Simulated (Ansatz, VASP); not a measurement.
## One calculation of H, two programs

```
H
1.0
     2.48740   -2.57730    0.00000
     2.48740    2.57730    0.00000
     0.00000    0.00000    3.89323
H
4
Direct
  0.99826 0.00174 0.09168
  0.49826 0.50174 0.40832
  0.50174 0.49826 0.59168
  0.00174 0.99826 0.90832
```

Alike in both runs: task single point; functional PBE; k mesh 6 × 6 × 6; occupations gaussian, width 0.02 eV; no spin polarisation.

|  | VASP | Ansatz |
| --- | --- | --- |
| version | VASP 6.6.1 | Ansatz 0.2.0 |
| potentials or method | VASP PAW PBE potentials, release 64 (H), cutoff 500 eV | scalar-relativistic, plane waves, PAW |
| valence electrons in the cell | 4 | 4 |

Ansatz gave:

| Quantity | Value |
| --- | --- |
| gap on the k mesh at the Fermi level (eV) | 9.25 |
| least direct gap on the mesh (eV) | 9.97 |
| pressure (GPa) | 2.4 |
| traceless stress, the component that is largest in VASP (GPa) | 4.32 |
| rms of the force components (eV/Å) | 0.807 |

Which values does VASP return?

gap on the k mesh at the Fermi level (eV): 9.25; least direct gap on the mesh (eV): 9.97; pressure (GPa): 2.1; traceless stress, the component that is largest in VASP (GPa): 4.22; rms of the force components (eV/Å): 0.800.

Atom by atom the forces differ by 0.007 eV/Å (rms over components).
